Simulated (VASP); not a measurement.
NbRu3C:

```xyz
5
Lattice="4.0651 0.0000 0.0000 0.0000 4.0651 0.0000 0.0000 0.0000 4.0651" Properties=species:S:1:pos:R:3 pbc="T T T"
Ru    2.0326    2.0326    0.0000
Ru    2.0326    0.0000    2.0326
Ru    0.0000    2.0326    2.0326
Nb    0.0000    0.0000    0.0000
C     2.0326    2.0326    2.0326
```

```yaml
Program: VASP 6.6.1
Task: relaxation of cell and atoms
Functional: PBEsol
Potentials_or_basis: VASP PAW PBE potentials, release 64 (Ru_pv, Nb_sv, C)
Cutoff: 600 eV
k_mesh: 7 × 7 × 7
Occupations: fermi-dirac, width 0.05 eV
Spin: no spin polarisation
```

At the start: pressure -11.9 GPa; volume 13.44 Å³/atom.

Question: Where does the relaxation end?

Answer: Over 4 steps the energy falls by 21.6 meV/atom and the volume is 12.88 Å³/atom (-4.1 %); space group Pm-3m (No. 221, to 0.05 Å).

The path:
| step | energy change (eV) | largest force (eV/Å) | pressure (GPa) | volume (Å³) |
| --- | --- | --- | --- | --- |
| 1 | 0.0000 | 0.0000 | -11.93 | 67.18 |
| 2 | 0.6591 | 0.0000 | 41.88 | 57.91 |
| 3 | -0.1080 | 0.0000 | -0.54 | 64.50 |
| 4 | -0.1081 | 0.0000 | -0.05 | 64.40 |

Final structure:
```yaml
crystal:
  lattice:
    - [4.00830, 0.00000, 0.00000]
    - [0.00000, 4.00830, 0.00000]
    - [0.00000, 0.00000, 4.00830]
  atoms:
    - { symbol: Ru, position: [0.50000, 0.50000, 0.00000] }
    - { symbol: Ru, position: [0.50000, 0.00000, 0.50000] }
    - { symbol: Ru, position: [0.00000, 0.50000, 0.50000] }
    - { symbol: Nb, position: [0.00000, 0.00000, 0.00000] }
    - { symbol: C, position: [0.50000, 0.50000, 0.50000] }
```

Caveat: the PAW data sets were made with another functional, which shifts forces and pressure a little.
